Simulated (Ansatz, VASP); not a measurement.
**P3OsW in VASP and in Ansatz**

```
P Os W
1.0
     3.58245    0.00000    0.00000
     0.00000    3.58245    0.00000
     0.00000    0.00000    6.49299
P Os W
3 1 1
Direct
  0.50000 0.50000 0.97275
  0.00000 0.50000 0.38353
  0.50000 0.00000 0.38353
  0.50000 0.50000 0.60056
  0.00000 0.00000 0.11963
```

Alike in both runs: functional PBE; k mesh 6 × 6 × 4; occupations gaussian, width 0.1 eV; no spin polarisation.

Ansatz relaxed the structure, and its values are those at the end. VASP's run is a single point on that final structure, the one shown.

```csv
,VASP,Ansatz
version,VASP 6.6.1,Ansatz 0.2.0
potentials or method,"VASP PAW PBE potentials, release 64 (P, Os, W_sv), cutoff 520 eV","scalar-relativistic, plane waves, PAW"
valence electrons in the cell,37,45
```

Ansatz gave:

* gap on the k mesh at the Fermi level (eV): none
* pressure (GPa): 0.0
* rms of the force components (eV/Å): 0.002

Question: Estimate VASP's values.

Answer: gap on the k mesh at the Fermi level (eV): none; pressure (GPa): 0.4; rms of the force components (eV/Å): 0.042.

A gap of «none» marks a metal or a gap that the smearing closes. With one functional, cell and mesh, what is left measures potentials, basis and numerics. VASP's potentials hold 37 valence electrons a cell and Ansatz's 45, so a difference there can come from the potentials and not from the codes.

Neither program's run includes spin-orbit coupling.
